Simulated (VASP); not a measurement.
Wanted: the native input for a VASP 6.6.1 run.

```
Task                   : single point
Functional             : PBE
Potentials or basis    : VASP PAW PBE potentials, release 64 (Pb_d, S)
Cutoff                 : 520 eV
k mesh                 : 7 × 7 × 7
Occupations            : fermi-dirac, width 0.1 eV
Spin                   : no spin polarisation
Dipole correction      : no
Further INCAR settings : ALGO = Normal; EDIFF = 1e-06; NBANDS = 17
```

The structure of PbS lies in POSCAR:

```
PbS
1.0
    0.0000000000      2.9657500000      2.9657500000
    2.9657500000      0.0000000000      2.9657500000
    2.9657500000      2.9657500000      0.0000000000
Pb S
1 1
Direct
    0.0000000000      0.0000000000      0.0000000000
    0.5000000000      0.5000000000      0.5000000000
```

These files were run (other wordings do the same):

INCAR

```
ALGO = Normal
EDIFF = 1E-6
ENCUT = 520
GGA = PE
ISIF = 2
ISMEAR = -1
LASPH = True
LCHARG = True
LELF = True
LREAL = False
LVHAR = True
LWAVE = False
NBANDS = 17
NELM = 80
PREC = Accurate
SIGMA = 0.1
```

KPOINTS

```
k-points
0
Gamma
  7 7 7
```

Potentials or basis: VASP PAW PBE potentials, release 64 (Pb_d, S).

Run with:

```bash
$ cat potpaw_PBE.64/Pb_d/POTCAR potpaw_PBE.64/S/POTCAR > POTCAR
$ mpirun -np 1 vasp_std > vasp.out
```

Results of the run:

| Quantity | Value |
| --- | --- |
| Pressure | 2.1 GPa |

It took 30 s on 1 thread of Intel Xeon 8259CL, with other jobs on the host, peak memory 0.18 GiB.
